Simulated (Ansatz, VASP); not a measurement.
Two plane-wave programs on LaO4

```
La O
1.0
     4.22668    0.00000    0.00000
    -2.11334    3.66041    0.00000
     0.00000    0.00000    3.84396
La O
1 4
Direct
  0.00000 0.00000 0.50000
  0.33333 0.66667 0.18162
  0.33333 0.66667 0.81838
  0.66667 0.33333 0.81838
  0.66667 0.33333 0.18162
```

Alike in both runs: functional PBE; k mesh 12 × 12 × 10; occupations gaussian, width 0.1 eV; no spin polarisation.

Ansatz relaxed the structure, and its values are those at the end. VASP's run is a single point on that final structure, the one shown.

```csv
,VASP,Ansatz
version,VASP 6.6.1,Ansatz 0.2.0
potentials or method,"VASP PAW PBE potentials, release 64 (La, O), cutoff 520 eV","scalar-relativistic, plane waves, PAW"
valence electrons in the cell,35,35
```

Ansatz gave:

- gap on the k mesh at the Fermi level (eV): none
- pressure (GPa): 0.0
- rms of the force components (eV/Å): 0.001

Question: Estimate VASP's values.

Answer: gap on the k mesh at the Fermi level (eV): none; pressure (GPa): 0.4; rms of the force components (eV/Å): 0.159.

A gap of «none» marks a metal or a gap that the smearing closes.

Neither program's run includes spin-orbit coupling.
